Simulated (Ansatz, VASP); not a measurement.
## Zn in VASP and in Ansatz

File INCAR:

```
SYSTEM = Zn
PREC = Accurate
ENCUT = 520
EDIFF = 1E-7
ISMEAR = -1
SIGMA = 0.1
LREAL = .FALSE.
LASPH = .TRUE.
NELM = 80
ALGO = Normal
ISIF = 2
LWAVE = .FALSE.
LCHARG = .TRUE.
LELF = .TRUE.
LVHAR = .TRUE.
NBANDS = 12
```

Contents of KPOINTS:

```
Automatic mesh
0
G
  16 16 16
  0 0 0
```

POSCAR

```
Zn
1.0
   -1.5643523846      1.5643523846      1.5643523846
    1.5643523846     -1.5643523846      1.5643523846
    1.5643523846      1.5643523846     -1.5643523846
Zn
1
Direct
    0.0000000000      0.0000000000      0.0000000000
```

Input for Ansatz:

```yaml
crystal:
  lattice:
    - [-1.5643523846, 1.5643523846, 1.5643523846]
    - [1.5643523846, -1.5643523846, 1.5643523846]
    - [1.5643523846, 1.5643523846, -1.5643523846]
  atoms:
    - { symbol: Zn, position: [0.0, 0.0, 0.0] }
hamiltonian:
  xc: lda
  pseudopotentials:
    kind: paw
    azcp:
      Zn: "pseudopotentials/Zn.paw.azcp"
basis:
  ecutwfc: 420
  fft_grid_basis: typed
kpoints:
  mp_grid: { grid: [16, 16, 16], shift: [0, 0, 0] }
magnetization:
  spin_polarized: false
scf:
  occupations: { method: fermi_dirac, width: 0.1 }
  lower_state_search: "off"
output:
  stress: true
```

Alike in both runs: task single point; functional LDA; k mesh 16 × 16 × 16; occupations fermi-dirac, width 0.1 eV; no spin polarisation.

```csv
,VASP,Ansatz
version,VASP 6.6.1,Ansatz 0.2.0
potentials or method,"VASP PAW LDA potentials, release 64 (Zn), cutoff 520 eV","plane waves (420 eV) with PAW, scalar-relativistic"
valence electrons in the cell,12,12
```

|  | VASP | Ansatz | Ansatz less VASP |
| --- | --- | --- | --- |
| pressure (GPa) | -7.3 | -7.7 | -0.38 |

Ansatz warns that its potentials were made for another functional, while VASP's fit it. LDA's correlation is that of Perdew and Zunger in VASP and of Perdew and Wang (1992) in Ansatz.
